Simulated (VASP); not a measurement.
Write the native input for VASP 6.6.1 that does the following.

| Quantity | Value |
| --- | --- |
| Task | single point |
| Functional | PBE |
| Potentials or basis | VASP PAW PBE potentials, release 64 (Si, W_sv) |
| Cutoff | 520 eV |
| k mesh | 9 × 9 × 6 |
| Occupations | gaussian, width 0.03 eV |
| Spin | no spin polarisation |
| Dipole correction | no |
| Further INCAR settings | ALGO = Normal; EDIFF = 1e-06; NBANDS = 43 |

The structure of Si2W lies in POSCAR:

```
Si2W
1.0
    4.5199185558      0.0000000000      0.0000000000
   -2.2599592779      3.9143642923      0.0000000000
    0.0000000000      0.0000000000      6.9276791704
Si W
6 3
Direct
    0.8676230516      0.7352461033      0.5000000000
    0.1323769484      0.8676230516      0.8333333333
    0.7352461033      0.8676230516      0.1666666667
    0.1323769484      0.2647538967      0.5000000000
    0.8676230516      0.1323769484      0.8333333333
    0.2647538967      0.1323769484      0.1666666667
    0.0000000000      0.5000000000      0.1666666667
    0.5000000000      0.5000000000      0.8333333333
    0.5000000000      0.0000000000      0.5000000000
```

This cell differs from its parent crystal: atoms shifted along a free coordinate, c/a of the conventional cell at fixed volume 1.5327.

One way to write it, as run:

INCAR

```
ALGO = Normal
EDIFF = 1E-6
ENCUT = 520
GGA = PE
ISIF = 2
ISMEAR = 0
LASPH = True
LCHARG = True
LELF = True
LREAL = False
LVHAR = True
LWAVE = False
NBANDS = 43
NELM = 100
PREC = Accurate
SIGMA = 0.03
```

KPOINTS

```
k-points
0
Gamma
  9 9 6
```

Potentials or basis: VASP PAW PBE potentials, release 64 (Si, W_sv).

Run with:

```console
$ cat potpaw_PBE.64/Si/POTCAR potpaw_PBE.64/W_sv/POTCAR > POTCAR
$ mpirun -np 1 vasp_std > vasp.out
```

Results of the run:

```yaml
Pressure: 13.6 GPa
Largest_force: 7.293 eV/Å
Band_gap_on_the_k_mesh: zero (bands 33 and 34 overlap by 0.51 eV)
```

Caveat: the stress differs along the axes, from -9 to 25 GPa; spin-orbit coupling is left out, which moves the levels of the heavy elements; forces of over 1 eV/Å act on the atoms, so gaps and moduli don't describe the material at rest.

It took 3.9 min on 1 thread of Intel(R) Xeon(R) Platinum 8259CL CPU @ 2.50GHz (Skylake/Cascade Lake), on a shared host, peak memory 0.36 GiB.
